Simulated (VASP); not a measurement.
# Re: single point with PBE

The system is Re.

```xyz
2
Lattice="2.6586 0.0000 0.0000 -1.3293 2.3024 0.0000 0.0000 0.0000 4.3083" Properties=species:S:1:pos:R:3 pbc="T T T"
Re    0.0000    1.5350    1.0771
Re    1.3293    0.7675    3.2312
```

| Item | Value |
| --- | --- |
| Program | VASP 6.6.1 |
| Task | single point |
| Functional | PBE |
| Potentials or basis | VASP PAW PBE potentials, release 64 (Re) |
| Cutoff | 520 eV |
| k mesh | 10 × 10 × 6 |
| Occupations | fermi-dirac, width 0.05 eV |
| Spin | no spin polarisation |

```yaml
Pressure: 60.8 GPa
Band_gap_on_the_k_mesh: zero (band 7 reaches 11.35 eV, above the bottom of band 8 at 7.28 eV)
```

Stress tensor (GPa, compression positive):
```
60.88  0.00  0.00
 0.00 60.88  0.00
 0.00  0.00 60.64
```

Levels at points of the mesh, in eV from the Fermi level:
```
           k point  band 4  band 5  band 6  band 7  band 8  band 9  band 10  band 11
(0.00, 0.00, 0.00)   -1.90   -1.90   -0.91   -0.91    0.21    0.21     0.86     3.88
(0.50, 0.00, 0.00)   -2.30   -1.73   -1.59   -0.70    4.71    5.13     5.34     7.11
(0.00, 0.00, 0.50)   -2.75   -2.04   -2.04   -2.04   -2.04    2.97     2.97     2.97
(0.50, 0.00, 0.50)   -4.82    0.42    0.42    1.20    1.20    5.07     5.07     5.56
```

Run time: 36 s on 1 thread of Intel Xeon 8259CL (shared host), peak memory 0.15 GiB.

Caveat: spin-orbit coupling is left out, which moves the levels of the heavy elements.
